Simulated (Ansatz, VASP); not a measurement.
## Two plane-wave programs on BeS

```
CELL_PARAMETERS angstrom
0.00000 2.40121 2.40121
2.40121 0.00000 2.40121
2.40121 2.40121 0.00000
ATOMIC_POSITIONS crystal
Be 0.00000 0.00000 0.00000
S 0.25000 0.25000 0.25000
```

Alike in both runs: functional r2SCAN; k mesh 10 × 10 × 10; occupations fermi-dirac, width 0.02 eV; no spin polarisation.

Ansatz relaxed the structure, and its values are those at the end. VASP's run is a single point on that final structure, the one shown.

|  | VASP | Ansatz |
| --- | --- | --- |
| version | VASP 6.6.1 | Ansatz 0.2.0 |
| potentials or method | VASP PAW PBE potentials, release 64 (Be, S), cutoff 520 eV | PAW plane waves |
| valence electrons in the cell | 8 | 8 |

Ansatz gave:

```
gap on the k mesh at the Fermi level (eV) : 3.49
pressure (GPa)                            : 4.3
```

Estimate VASP's values.

gap on the k mesh at the Fermi level (eV): 3.50; pressure (GPa): 4.6.

VASP's potentials were made for PBE, not for r2SCAN. With one functional, cell and mesh, what is left measures potentials, basis and numerics. Ansatz's warnings: stress scf threshold loose.
